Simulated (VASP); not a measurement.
# InP (Fm-3m) in VASP: single point with LDA

Aim: the single point of InP with LDA.

Everything below comes from runs of VASP 6.6.1. Logs are shortened: lines on timing, memory, paths and dates and some standing lists are left out, and cuts for length are marked.

### Step 1. The cell of the first run

Symmetry: Fm-3m, No. 225, cubic system. The conventional cell has a = 5.710 Å, b = 5.710 Å, c = 5.710 Å, α = 90.00°, β = 90.00°, γ = 90.00°. In (site symmetry m-3m) has 6 P at 2.85 Å within 3.8 Å. Within 3.8 Å of P (site symmetry m-3m) lie 6 In at 2.85 Å.

### Step 2. Single point, LDA

INCAR reads:

```
SYSTEM = InP
PREC = Accurate ; ENCUT = 500
EDIFF = 1E-6 ; ISMEAR = 0
SIGMA = 0.1 ; LREAL = .FALSE.
LASPH = .TRUE. ; NELM = 120
ALGO = Normal ; ISIF = 2
LWAVE = .FALSE. ; LCHARG = .TRUE.
LELF = .TRUE. ; LVHAR = .TRUE.
NBANDS = 16 ; GGA_COMPAT = .FALSE.
```

KPOINTS reads:

```
regular mesh
0
G
  6 6 6
  0 0 0
```

POSCAR reads:

```
InP
1.0
    0.0000000000      2.8550000000      2.8550000000
    2.8550000000      0.0000000000      2.8550000000
    2.8550000000      2.8550000000      0.0000000000
In P
1 1
Direct
    0.0000000000      0.0000000000      0.0000000000
    0.5000000000      0.5000000000      0.5000000000
```

Potentials or basis: VASP PAW LDA potentials, release 64 (In_d, P).

Started as:

```console
$ cat potpaw_LDA.64/In_d/POTCAR potpaw_LDA.64/P/POTCAR > POTCAR
$ mpirun -np 1 vasp_std > vasp.out
```

OUTCAR:

```text
SYSTEM = InP
   PREC = Accurate
   ENCUT = 500
   EDIFF = 1E-6
   ISMEAR = 0
   LREAL = .FALSE.
   LASPH = .TRUE.
   NELM = 120
   ISIF = 2

 ion  position               nearest neighbor table
   1  0.000  0.000  0.000-   2 2.85   2 2.85   2 2.85   2 2.85   2 2.85   2 2.85
   2  0.500  0.500  0.500-   1 2.85   1 2.85   1 2.85   1 2.85   1 2.85   1 2.85

  LATTYP: Found a face centered cubic cell.
 ALAT       =     5.7100000000

  Lattice vectors:

 A1 = (   0.0000000000,   2.8550000000,   2.8550000000)
 A2 = (   2.8550000000,   0.0000000000,   2.8550000000)
 A3 = (   2.8550000000,   2.8550000000,   0.0000000000)

Analysis of symmetry for initial positions (statically):
=====================================================================
 Subroutine PRICEL returns:
 Original cell was already a primitive cell.

 Routine SETGRP: Setting up the symmetry group for a
 face centered cubic supercell.

 Subroutine GETGRP returns: Found 48 space group operations
 (whereof 48 operations were pure point group operations)
 out of a pool of 48 trial point group operations.

The static configuration has the point symmetry O_h .

Analysis of symmetry for dynamics (positions and initial velocities):
=====================================================================
 Subroutine PRICEL returns:
 Original cell was already a primitive cell.

 Routine SETGRP: Setting up the symmetry group for a
 face centered cubic supercell.

 Subroutine GETGRP returns: Found 48 space group operations
 (whereof 48 operations were pure point group operations)
 out of a pool of 48 trial point group operations.

The dynamic configuration has the point symmetry O_h .

 Subroutine INISYM returns: Found 48 space group operations
 (whereof 48 operations are pure point group operations),
 and found     1 'primitive' translations

----------------------------------------------------------------------------------------

                                     Primitive cell

  volume of cell :      46.5424

  direct lattice vectors                    reciprocal lattice vectors
     0.000000000  2.855000000  2.855000000    -0.175131349  0.175131349  0.175131349
     2.855000000  0.000000000  2.855000000     0.175131349 -0.175131349  0.175131349
     2.855000000  2.855000000  0.000000000     0.175131349  0.175131349 -0.175131349

  length of vectors
     4.037579721  4.037579721  4.037579721     0.303336394  0.303336394  0.303336394

  position of ions in fractional coordinates (direct lattice)
     0.000000000  0.000000000  0.000000000
     0.500000000  0.500000000  0.500000000

  ion indices of the primitive-cell ions
   primitive index   ion index
                 1           1
                 2           2

----------------------------------------------------------------------------------------

 KPOINTS: regular mesh

Automatic generation of k-mesh.
 Grid dimensions read from file:
 generate k-points for:    6    6    6

 Generating k-lattice:

  Cartesian coordinates                     Fractional coordinates (reciprocal lattice)
    -0.029188558  0.029188558  0.029188558     0.166666667  0.000000000  0.000000000
     0.029188558 -0.029188558  0.029188558     0.000000000  0.166666667  0.000000000
     0.029188558  0.029188558 -0.029188558     0.000000000  0.000000000  0.166666667

  Length of vectors
     0.050556066  0.050556066  0.050556066

  Shift w.r.t. Gamma in fractional coordinates (k-lattice)
     0.000000000  0.000000000  0.000000000

 Subroutine IBZKPT returns following result:
 ===========================================

 Found     16 irreducible k-points:

 Following reciprocal coordinates:
            Coordinates               Weight
  0.000000  0.000000  0.000000      1.000000
  0.166667  0.000000  0.000000      8.000000
  0.333333  0.000000  0.000000      8.000000
  0.500000  0.000000  0.000000      4.000000
  0.166667  0.166667  0.000000      6.000000
  0.333333  0.166667  0.000000     24.000000
[... 8 lines left out ...]
 -0.333333  0.333333  0.166667     24.000000
 -0.333333  0.500000  0.166667     12.000000
   k-points           NKPTS =     16   k-points in BZ     NKDIM =     16   number of bands    NBANDS=     16
   number of dos      NEDOS =    301   number of ions     NIONS =      2
   total plane-waves  NPLWV =  27000
   dimension x,y,z NGX =    30 NGY =   30 NGZ =   30
   dimension x,y,z NGXF=    60 NGYF=   60 NGZF=   60
   ions per type =               1   1
   NGX,Y,Z   is equivalent  to a cutoff of  12.35, 12.35, 12.35 a.u.
   NGXF,Y,Z  is equivalent  to a cutoff of  24.70, 24.70, 24.70 a.u.
 SYSTEM =  InP
   PREC   = accura    normal or accurate (medium, high low for compatibility)
   ISTART =      0    job   : 0-new  1-cont  2-samecut
   ICHARG =      2    charge: 1-file 2-atom 10-const
   ISPIN  =      1    spin polarized calculation?
   LNONCOLLINEAR =      F non collinear calculations
   LSORBIT =      F    spin-orbit coupling
   LASPH  =      T    aspherical Exc in radial PAW
   ENCUT  =  500.0 eV  36.75 Ry    6.06 a.u.   7.36  7.36  7.36*2*pi/ulx,y,z
   NELM   =    120;   NELMIN=  2; NELMDL= -5     # of ELM steps
   EDIFF  = 0.1E-05   stopping-criterion for ELM
   LREAL  =      F    real-space projection
   EDIFFG = 0.1E-04   stopping-criterion for IOM
   NSW    =      0    number of steps for IOM
   IBRION =     -1    ionic relax: 0-MD 1-quasi-New 2-CG
   NFREE  =      0    steps in history (QN), initial steepest desc. (CG)
   ISIF   =      2    stress and relaxation
   ISYM   =      2    0-nonsym 1-usesym 2-fastsym
   POTIM  = 0.5000    time-step for ionic-motion
   TEBEG  =    0.0;   TEEND  =   0.0 temperature during run
   PSTRESS=    0.0 pullay stress
   NELECT =      18.0000    total number of electrons
   NUPDOWN=      -1.0000    fix difference up-down
   EMIN   =  10.00;   EMAX   =-10.00  energy-range for DOS
   EFERMI =   0.00;   METHOD = LEGACY
   ISMEAR =     0;   SIGMA  =   0.10  broadening in eV -4-tet -1-fermi 0-gaus
   EFERMI_NEDOS =   21; number of points for ismear=-14 and -15
   IALGO  =     38    algorithm
   IMIX   =      4    mixing-type and parameters
     AMIX     =   0.40;   BMIX     =  1.00
     AMIX_MAG =   1.60;   BMIX_MAG =  1.00
  volume/ion in A,a.u.               =      23.27       157.04
  Fermi-wavevector in a.u.,A,eV,Ry     =   1.192750  2.253971 19.356375  1.422653
  Thomas-Fermi vector in A             =   2.328781
   LORBIT       =      0    0 simple, 1 ext, 2 COOP (PROOUT), +10 PAW based schemes
   GGA     = CA    functional components
   LHFCALC =     F    Hartree Fock is set to
   AEXX    =    0.0000 exact exchange contribution
   IVDW    =     0    specifies the selected vdW correction
   LEPSILON=     F    determine dielectric tensor
   LRPA    =     F    only Hartree local field effects (RPA)
 non-spin polarized calculation
 Gauss-broadening in eV      SIGMA  =   0.10
  energy-cutoff  :      500.00
  volume of cell :       46.54
 maximum number of plane-waves:      1243
 NGX is ok and might be reduce to    30
   NGX = 15   NGY = 15   NGZ = 15

 number of electron      17.9999993 magnetization

 Free energy of the ion-electron system (eV)
  ---------------------------------------------------
  ext. energy  EPLUGINS =         0.00000000
  ---------------------------------------------------
  free energy    TOTEN  =        -9.10974644 eV

  energy without entropy =       -9.09967327  energy(sigma->0) =       -9.10470985

 E-fermi :   5.7770     XC(G=0): -10.2273

 val. band max:        5.7674500337   @ k =   0.3333   0.0000   0.0000
 cond. band min:       5.9085724894   @ k =   0.5000   0.0000   0.0000
 fundamental gap:      0.1411224557
 Fermi energy:         5.7770306953

 k-point     1 :       0.0000    0.0000    0.0000
  band No.  band energies     occupation
      1      -8.2647      2.00000
      2      -8.2647      2.00000
      3      -8.2456      2.00000
      4      -8.2456      2.00000
      5      -8.2456      2.00000
      6      -5.6039      2.00000
[... 8 lines left out ...]
     15      13.5221      0.00000
     16      13.5221      0.00000

 k-point     2 :       0.1667    0.0000    0.0000
  band No.  band energies     occupation
      1      -8.2743      2.00000
      2      -8.2743      2.00000
      3      -8.2457      2.00000
      4      -8.2318      2.00000
      5      -8.2318      2.00000
      6      -5.2963      2.00000
[... 8 lines left out ...]
     15      13.6490      0.00000
     16      13.6490      0.00000

 k-point     3 :       0.3333    0.0000    0.0000
  band No.  band energies     occupation
      1      -8.2971      2.00000
      2      -8.2971      2.00000
      3      -8.2480      2.00000
      4      -8.2004      2.00000
      5      -8.2004      2.00000
      6      -4.4669      2.00000
[... 8 lines left out ...]
     15      15.2655      0.00000
     16      15.2655      0.00000

 k-point     4 :       0.5000    0.0000    0.0000
  band No.  band energies     occupation
      1      -8.3087      2.00000
      2      -8.3087      2.00000
      3      -8.2499      2.00000
      4      -8.1843      2.00000
      5      -8.1843      2.00000
      6      -3.7973      2.00000
[... 8 lines left out ...]
     15      16.8674      0.00000
     16      16.8674      0.00000
[... 172 lines left out ...]
 k-point    14 :       0.5000    0.3333    0.1667
  band No.  band energies     occupation
      1      -8.3815      2.00000
      2      -8.2690      2.00000
      3      -8.2505      2.00000
      4      -8.1967      2.00000
      5      -8.1837      2.00000
      6      -3.7165      2.00000
[... 8 lines left out ...]
     15      17.4609      0.00000
     16      17.7725      0.00000

 k-point    15 :      -0.3333    0.3333    0.1667
  band No.  band energies     occupation
      1      -8.3960      2.00000
      2      -8.2762      2.00000
      3      -8.2276      2.00000
      4      -8.2178      2.00000
      5      -8.1713      2.00000
      6      -3.1624      2.00000
[... 8 lines left out ...]
     15      15.5665      0.00000
     16      18.4098      0.00000

 k-point    16 :      -0.3333    0.5000    0.1667
  band No.  band energies     occupation
      1      -8.4439      2.00000
      2      -8.2564      2.00000
      3      -8.2544      2.00000
      4      -8.1940      2.00000
      5      -8.1604      2.00000
      6      -2.9127      2.00000
[... 8 lines left out ...]
     15      17.2175      0.00000
     16      18.8973      0.00000

------------------------ aborting loop because EDIFF is reached ----------------------------------------

  FORCE on cell =-STRESS in cart. coord.  units (eV):
  Direction    XX          YY          ZZ          XY          YZ          ZX
  --------------------------------------------------------------------------------------
  -------------------------------------------------------------------------------------
  Total       -2.7362080     -2.7362080     -2.7362080     -0.0000000      0.0000000      0.0000000
  in kB      -94.1914242    -94.1914242    -94.1914242     -0.0000000      0.0000000      0.0000000
  external PRESSURE =     -94.1914242 kB  Pullay stress =       0.0000000 kB

 VOLUME and BASIS-vectors are now :
 -----------------------------------------------------------------------------
  energy-cutoff  :      500.00
  volume of cell :       46.54
      direct lattice vectors                 reciprocal lattice vectors
     0.000000000  2.855000000  2.855000000    -0.175131349  0.175131349  0.175131349
     2.855000000  0.000000000  2.855000000     0.175131349 -0.175131349  0.175131349
     2.855000000  2.855000000  0.000000000     0.175131349  0.175131349 -0.175131349

 POSITION                                       TOTAL-FORCE (eV/Angst)
 -----------------------------------------------------------------------------------
      0.00000      0.00000      0.00000         0.000000      0.000000      0.000000
      2.85500      2.85500      2.85500         0.000000     -0.000000      0.000000
 -----------------------------------------------------------------------------------
    total drift:                               -0.000000      0.000000      0.000000

  FREE ENERGIE OF THE ION-ELECTRON SYSTEM (eV)
  ---------------------------------------------------
  free  energy   TOTEN  =        -9.1097464410 eV

  energy  without entropy=       -9.0996732686  energy(sigma->0) =       -9.10470985
```

It took 5.9 s on 1 thread of Intel Xeon Platinum 8559C (Emerald Rapids), shared host; peak memory 0.14 GiB.

Results:

```yaml
Free_energy: -9.1097 eV
Pressure: -9.4 GPa
Band_gap_on_the_k_mesh: zero (band 9 reaches 6.06 eV, above the bottom of band 10 at 3.71 eV)
```

Caveat: spin-orbit coupling is left out, which moves the levels of the heavy elements.
